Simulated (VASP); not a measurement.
# ZnO (P6_3/mmc) in VASP: notebook, part 3 of 3

VASP 6.6.1. Earlier steps stand in the parts before.

## (5) Single point, PBE

File INCAR:

```
PREC     = Accurate       # precision mode
ENCUT    = 520            # plane-wave cutoff, eV
EDIFF    = 1E-7           # SCF threshold, eV
ISMEAR   = 0              # smearing method
SIGMA    = 0.01           # smearing width, eV
LREAL    = F              # projectors in reciprocal space
LASPH    = T              # aspherical terms in the spheres
NELM     = 80             # most SCF steps
ALGO     = Normal         # electronic algorithm
ISIF     = 2              # what is computed and relaxed
LWAVE    = F              # write WAVECAR
LCHARG   = T              # write CHGCAR
GGA      = PE             # functional
LELF     = T              # ELF
LVHAR    = T            
NBANDS   = 26             # bands
```

File KPOINTS:

```
regular mesh
0
Gamma
  12 12 6
```

File POSCAR:

```
ZnO
1.0
    2.9768605358      0.0000000000      0.0000000000
   -1.4884302679      2.5780368475      0.0000000000
    0.0000000000      0.0000000000      5.1256341728
Zn O
2 2
Direct
    0.0000000000      0.0000000000      0.0000000000
    0.0000000000      0.0000000000      0.5000000000
    0.3333333333      0.6666666667      0.2500000000
    0.6666666667      0.3333333333      0.7500000000
```

Potentials or basis: VASP PAW PBE potentials, release 64 (Zn, O).

Started as:

```sh
cat potpaw_PBE.64/Zn/POTCAR potpaw_PBE.64/O/POTCAR > POTCAR
mpirun -np 1 vasp_std > vasp.out
```

OUTCAR:

```text
PREC = Accurate
   ENCUT = 520
   EDIFF = 1E-7
   ISMEAR = 0
   LREAL = F
   LASPH = T
   NELM = 80
   ISIF = 2
   GGA = PE

 ion  position               nearest neighbor table
   1  0.000  0.000  0.000-   3 2.14   4 2.14   3 2.14   4 2.14   4 2.14   3 2.14   2 2.56   2 2.56

   2  0.000  0.000  0.500-   3 2.14   4 2.14   3 2.14   4 2.14   4 2.14   3 2.14   1 2.56   1 2.56

   3  0.333  0.667  0.250-   1 2.14   2 2.14   1 2.14   2 2.14   1 2.14   2 2.14
[... 894 lines left out ...]
     26      17.9288      0.00000

 [... further k-points ...]
[... 5 lines left out ...]
  --------------------------------------------------------------------------------------
  -------------------------------------------------------------------------------------
  Total        2.1949132      2.1949132      2.3244507      0.0000000     -0.0000000      0.0000000
  in kB       89.3990100     89.3990100     94.6750840      0.0000000     -0.0000000      0.0000000
  external PRESSURE =      91.1577013 kB  Pullay stress =       0.0000000 kB

 VOLUME and BASIS-vectors are now :
 -----------------------------------------------------------------------------
  energy-cutoff  :      520.00
  volume of cell :       39.34
      direct lattice vectors                 reciprocal lattice vectors
     2.976860536  0.000000000  0.000000000     0.335924370  0.193946025  0.000000000
    -1.488430268  2.578036847  0.000000000     0.000000000  0.387892051  0.000000000
     0.000000000  0.000000000  5.125634173     0.000000000  0.000000000  0.195097810

 POSITION                                       TOTAL-FORCE (eV/Angst)
 -----------------------------------------------------------------------------------
      0.00000      0.00000      0.00000        -0.000000      0.000000      0.000000
      0.00000      0.00000      2.56282        -0.000000      0.000000      0.000000
     -0.00000      1.71869      1.28141         0.000000      0.000000      0.000000
      1.48843      0.85935      3.84423        -0.000000     -0.000000      0.000000
 -----------------------------------------------------------------------------------
    total drift:                               -0.000000      0.000000     -0.000000

  FREE ENERGIE OF THE ION-ELECTRON SYSTEM (eV)
  ---------------------------------------------------
  free  energy   TOTEN  =       -16.8976218344 eV

  energy  without entropy=      -16.8976218344  energy(sigma->0) =      -16.89762183
```

OSZICAR:

```text
N       E                     dE             d eps       ncg     rms          rms(c)
DAV:   1     0.275892112730E+03    0.27589E+03   -0.18633E+04  4216   0.213E+03
DAV:   2     0.759377170584E+01   -0.26830E+03   -0.25170E+03  4096   0.410E+02
DAV:   3    -0.193893470606E+02   -0.26983E+02   -0.26600E+02  4308   0.131E+02
DAV:   4    -0.198776440177E+02   -0.48830E+00   -0.48716E+00  4340   0.176E+01
DAV:   5    -0.198797556009E+02   -0.21116E-02   -0.21115E-02  4192   0.121E+00    0.134E+01
DAV:   6    -0.167740069064E+02    0.31057E+01   -0.56553E+00  6098   0.648E+01    0.919E+00
DAV:   7    -0.169433667344E+02   -0.16936E+00   -0.26531E+00  4266   0.168E+01    0.533E+00
DAV:   8    -0.169253303237E+02    0.18036E-01   -0.33378E-01  5068   0.548E+00    0.147E+00
DAV:   9    -0.168968601268E+02    0.28470E-01   -0.51500E-02  5456   0.467E+00    0.232E-01
DAV:  10    -0.168975422860E+02   -0.68216E-03   -0.14299E-02  3998   0.899E-01    0.554E-02
DAV:  11    -0.168976135983E+02   -0.71312E-04   -0.17730E-04  4742   0.233E-01    0.160E-02
DAV:  12    -0.168976221237E+02   -0.85255E-05   -0.46437E-05  4520   0.184E-01    0.836E-03
DAV:  13    -0.168976230625E+02   -0.93883E-06   -0.45611E-06  5364   0.477E-02    0.794E-03
DAV:  14    -0.168976221093E+02    0.95326E-06   -0.30643E-06  4392   0.156E-02    0.104E-03
DAV:  15    -0.168976219761E+02    0.13319E-06   -0.13774E-07  2804   0.353E-03    0.109E-03
DAV:  16    -0.168976218670E+02    0.10905E-06   -0.24235E-08  2010   0.262E-03    0.332E-04
DAV:  17    -0.168976218344E+02    0.32673E-07   -0.25538E-08  1998   0.222E-03
   1 F= -.16897622E+02 E0= -.16897622E+02  d E =-.189222E-74
```

stdout:

```text
POSCAR found type information on POSCAR ZnO
 POSCAR found :  2 types and       4 ions
 scaLAPACK will be used
 LDA part: xc-table for (Slater+PW92), standard interpolation
 POSCAR, INCAR and KPOINTS ok, starting setup
 FFT: planning ... GRIDC
 FFT: planning ... GRID_SOFT
 FFT: planning ... GRID
 WAVECAR not read
 entering main loop
```

It took 45 s on 1 thread of AMD EPYC 9R45 (Zen 5), shared host; peak memory 0.17 GiB.

What came out:

* Free energy: -16.8976 eV
* Pressure: 9.1 GPa
* Band gap on the k mesh: 0.73 eV, direct

Stress tensor (GPa, compression positive):
```
8.94 0.00 0.00
0.00 8.94 0.00
0.00 0.00 9.47
```

PBE gaps usually lie below the measured ones, often by a third to a half.

## (6) Single point, r2SCAN

POSCAR is that of step 5.

File INCAR.step1:

```
ALGO = Normal
EDIFF = 1E-4
ENCUT = 520
GGA = PE
ISMEAR = 0
LASPH = T
LCHARG = F
LREAL = F
LWAVE = T
NBANDS = 26
NELM = 60
PREC = Accurate
SIGMA = 0.01
```

File INCAR.step2:

```
ALGO = Normal
EDIFF = 1E-6
ENCUT = 520
ISIF = 2
ISMEAR = 0
ISTART = 1
LASPH = T
LCHARG = T
LELF = T
LMIXTAU = T
LREAL = F
LVHAR = T
LWAVE = F
METAGGA = R2SCAN
NBANDS = 26
NELM = 60
PREC = Accurate
SIGMA = 0.01
```

File KPOINTS:

```
k-points
0
Gamma
  12 12 6
```

Potentials or basis: VASP PAW PBE potentials, release 64 (Zn, O).

Started as:

```sh
cat potpaw_PBE.64/Zn/POTCAR potpaw_PBE.64/O/POTCAR > POTCAR
cp INCAR.step1 INCAR
mpirun -np 1 vasp_std > vasp.out
cp INCAR.step2 INCAR
mpirun -np 1 vasp_std > vasp.out
```

Run time: 2.9 min. Hardware: 1 thread of AMD EPYC 9R45 (Zen 5), shared host; peak memory 0.18 GiB.

Results (log left out):

```
Free energy            : -35.5308 eV
Pressure               : 1.3 GPa
Band gap on the k mesh : 1.34 eV, direct
```

Stress tensor (GPa, compression positive):
```
1.17 0.00 0.00
0.00 1.17 0.00
0.00 0.00 1.47
```

Levels at points of the mesh, in eV from the valence-band top:
```tsv
k point	band 14	band 15	band 16	band 17	band 18	band 19	band 20	band 21	band 22	band 23
(0.00, 0.00, 0.00)	-1.68	-1.27	-1.27	0.00	0.00	1.34	6.39	9.52	14.99	15.00
(0.50, 0.00, 0.00)	-4.02	-3.46	-2.61	-0.74	-0.05	6.82	7.24	7.80	10.87	11.76
(0.00, 0.00, 0.50)	-3.75	-0.54	-0.54	-0.54	-0.54	4.45	4.45	11.87	11.87	16.04
(0.50, 0.00, 0.50)	-3.97	-1.41	-1.41	-1.20	-1.20	5.87	5.87	10.70	10.70	12.38
```

Caveat: the PAW data sets were made with another functional, which shifts forces and pressure a little. r2SCAN opens gaps a little over a GGA but as a rule still falls short of measured ones.

## (7) The runs side by side

| level | cell | k mesh | gap on the mesh (eV) | pressure (GPa) |
| --- | --- | --- | --- | --- |
| r2SCAN | a = 2.977, b = 2.977, c = 5.126 Å, angles 90.0, 90.0, 120.0°, 4 atoms | 9 × 9 × 4 | 1.34 | 1.3 |
| r2SCAN | a = 3.006, b = 3.006, c = 5.176 Å, angles 90.0, 90.0, 120.0°, 4 atoms | 9 × 9 × 4 | 1.19 | -4.0 |
| r2SCAN | a = 3.035, b = 3.035, c = 5.226 Å, angles 90.0, 90.0, 120.0°, 4 atoms | 9 × 9 × 4 | 1.04 | -8.6 |
| PBE | a = 2.977, b = 2.977, c = 5.126 Å, angles 90.0, 90.0, 120.0°, 4 atoms | 12 × 12 × 6 | 0.73 | 9.1 |
| r2SCAN | a = 2.977, b = 2.977, c = 5.126 Å, angles 90.0, 90.0, 120.0°, 4 atoms | 12 × 12 × 6 | 1.34 | 1.3 |

Alike in all rows: task single point; potentials or basis VASP PAW PBE potentials, release 64 (Zn, O); no spin polarisation; cutoff (eV) 520; smearing gaussian 0.01 eV.

On the cell as given the gap runs from 0.73 eV (PBE) to 1.34 eV (r2SCAN); the meshes differ, which moves gaps too. The pressure there spans 1.3 GPa (r2SCAN) to 9.1 GPa (PBE); a positive pressure means that this level wants a larger cell, a negative one a smaller.

Caveats: the PAW data sets were made with another functional, which shifts forces and pressure a little (some runs).

Absolute energies hang on the potentials; compare differences alone.
